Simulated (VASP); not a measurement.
Sn, 2 atoms in the cell. The structure is cubic, space group Fd-3m (No. 227). The conventional cell has a = 6.467 Å, b = 6.467 Å, c = 6.467 Å, α = 90.00°, β = 90.00°, γ = 90.00°. Sn (site symmetry -43m) has 4 Sn at 2.80 Å within 3.7 Å. This isn't the form of Sn at room conditions, which is tetragonal (white tin).

| Item | Value |
| --- | --- |
| Program | VASP 6.6.1 |
| Task | single point |
| Functional | PBE |
| Potentials or basis | VASP PAW PBE potentials, release 64 (Sn_d) |
| Cutoff | 520 eV |
| k mesh | 9 × 9 × 9 |
| Occupations | gaussian, width 0.2 eV |
| Spin | no spin polarisation |
| Dipole correction | no |
| Further INCAR settings | ALGO = Normal; EDIFF = 1e-07; NBANDS = 21 |

Potentials or basis: VASP PAW PBE potentials, release 64 (Sn_d).

The run is started by

```sh
$ cat potpaw_PBE.64/Sn_d/POTCAR > POTCAR
$ mpirun -np 1 vasp_std > vasp.out
```

Hardware: 1 thread of Intel Xeon 8259CL (shared host).

Question: How long does it take, and how much memory?

Answer: Run time: 60 s on 1 thread of Intel Xeon 8259CL, on a shared host, peak memory 0.21 GiB. Counts: scf iterations 12, k points 35.
